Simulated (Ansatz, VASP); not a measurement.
# AgO in VASP and in Ansatz

```
Ag O
1.0
     0.00000    2.46023    2.46023
     2.46023    0.00000    2.46023
     2.46023    2.46023    0.00000
Ag O
1 1
Direct
  0.00000 0.00000 0.00000
  0.75000 0.75000 0.75000
```

Alike in both runs: task single point; functional LDA; k mesh 16 × 16 × 16; occupations fermi-dirac, width 0.15 eV; no spin polarisation.

```csv
,VASP,Ansatz
version,VASP 6.6.1,Ansatz 0.2.0
potentials or method,"VASP PAW LDA potentials, release 64 (Ag, O), cutoff 520 eV","scalar-relativistic, plane waves, PAW"
valence electrons in the cell,17,25
```

|  | VASP | Ansatz | Ansatz less VASP |
| --- | --- | --- | --- |
| gap on the k mesh at the Fermi level (eV) | none | none | - |
| pressure (GPa) | -2.3 | -2.3 | -0.06 |

LDA's correlation is that of Perdew and Zunger in VASP and of Perdew and Wang (1992) in Ansatz. A gap of «none» marks a metal or a gap that the smearing closes. VASP's potentials hold 17 valence electrons a cell and Ansatz's 25, so a difference there can come from the potentials and not from the codes.
